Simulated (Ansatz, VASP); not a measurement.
## TaN in VASP and in Ansatz

```xyz
4
Lattice="0.0000 -2.2081 -2.2081 0.0000 2.2081 -2.2081 4.4162 0.0000 0.0000" Properties=species:S:1:pos:R:3 pbc="T T T"
Ta    0.0000   -0.0536   -2.2081
Ta    2.2081    0.0536    0.0000
N     2.2081    0.0598   -2.2081
N     0.0000   -0.0598    0.0000
```

Change from the starting cell: mode 1 frozen in at +0.000 Å and mode 2 at -0.060 Å (largest displacements).

Alike in both runs: task single point; functional PBE; k mesh 14 × 14 × 10; occupations gaussian, width 0.15 eV; no spin polarisation.

|  | VASP | Ansatz |
| --- | --- | --- |
| version | VASP 6.6.1 | Ansatz 0.2.0 |
| potentials or method | VASP PAW PBE potentials, release 64 (Ta_pv, N), cutoff 520 eV | scalar-relativistic, plane waves, PAW |
| valence electrons in the cell | 32 | 36 |

Ansatz gave:

* gap on the k mesh at the Fermi level (eV): none
* pressure (GPa): 0.0
* traceless stress, the component that is largest in VASP (GPa): 2.76
* rms of the force components (eV/Å): 0.112

Q: Estimate VASP's values.

A: gap on the k mesh at the Fermi level (eV): none; pressure (GPa): 1.0; traceless stress, the component that is largest in VASP (GPa): 2.81; rms of the force components (eV/Å): 0.117.

Atom by atom the forces differ by 0.005 eV/Å (rms over components). A gap of «none» marks a metal or a gap that the smearing closes. VASP's potentials hold 32 valence electrons a cell and Ansatz's 36, so a difference there can come from the potentials and not from the codes.

Spin-orbit coupling is off throughout.
